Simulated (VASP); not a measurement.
Wanted: the native input for a VASP 6.6.1 run.

```yaml
Task: single point
Functional: r2SCAN
Potentials_or_basis: VASP PAW PBE potentials, release 64 (Si, O)
Cutoff: 520 eV
k_mesh: 6 × 6 × 6
Occupations: gaussian, width 0.05 eV
Spin: no spin polarisation
Dipole_correction: no
Further_INCAR_settings: ALGO = Normal; EDIFF = 1e-06; NBANDS = 25
```

Crystal: SiO2.

```
Si O
1.0
    -2.41141    2.41141    3.74777
     2.41141   -2.41141    3.74777
     2.41141    2.41141   -3.74777
Si O
2 4
Direct
  0.00000 0.00000 0.00000
  0.75000 0.25000 0.50000
  0.97317 0.62500 0.84817
  0.37500 0.22317 0.34817
  0.77683 0.12500 0.15183
  0.87500 0.02683 0.65183
```

This cell differs from its parent crystal: strain -0.025 along x and y, +0.025 along z.

The input as run:

POSCAR

```
SiO2
1.0
   -2.4114135288      2.4114135288      3.7477661409
    2.4114135288     -2.4114135288      3.7477661409
    2.4114135288      2.4114135288     -3.7477661409
Si O
2 4
Direct
    0.0000000000      0.0000000000      0.0000000000
    0.7500000000      0.2500000000      0.5000000000
    0.9731664718      0.6250000000      0.8481664718
    0.3750000000      0.2231664718      0.3481664718
    0.7768335282      0.1250000000      0.1518335282
    0.8750000000      0.0268335282      0.6518335282
```

INCAR.step1

```
SYSTEM = SiO2
  PREC = Accurate
  ENCUT = 520
  ISMEAR = 0
  SIGMA = 0.05
  LREAL = .FALSE.
  LASPH = .TRUE.
  NELM = 60
  NBANDS = 25
  GGA = PE
  ALGO = Normal
  EDIFF = 1E-4
  LWAVE = .TRUE.
  LCHARG = .FALSE.
```

INCAR.step2

```
SYSTEM = SiO2
  PREC = Accurate
  ENCUT = 520
  EDIFF = 1E-6
  ISMEAR = 0
  SIGMA = 0.05
  LREAL = .FALSE.
  LASPH = .TRUE.
  NELM = 60
  ALGO = Normal
  ISIF = 2
  LWAVE = .FALSE.
  LCHARG = .FALSE.
  METAGGA = R2SCAN
  LMIXTAU = .TRUE.
  NBANDS = 25
  ISTART = 1
```

KPOINTS

```
Automatic mesh
0
G
  6 6 6
  0 0 0
```

Potentials or basis: VASP PAW PBE potentials, release 64 (Si, O).

Command:

```console
$ cat potpaw_PBE.64/Si/POTCAR potpaw_PBE.64/O/POTCAR > POTCAR
$ cp INCAR.step1 INCAR
$ mpirun -np 1 vasp_std > vasp.out
$ cp INCAR.step2 INCAR
$ mpirun -np 1 vasp_std > vasp.out
```

Results of the run:

```
Pressure               : 4.7 GPa
Largest force          : 0.364 eV/Å
Band gap on the k mesh : 6.62 eV, direct
```

Caveat: the cell differs from its parent crystal (strain -0.025 along x and y, +0.025 along z); the PAW data sets were made with another functional, which shifts forces and pressure a little.

Run time: 3.3 min on 1 thread of Intel(R) Xeon(R) Platinum 8259CL CPU @ 2.50GHz (Skylake/Cascade Lake), with other jobs on the host, peak memory 0.27 GiB.
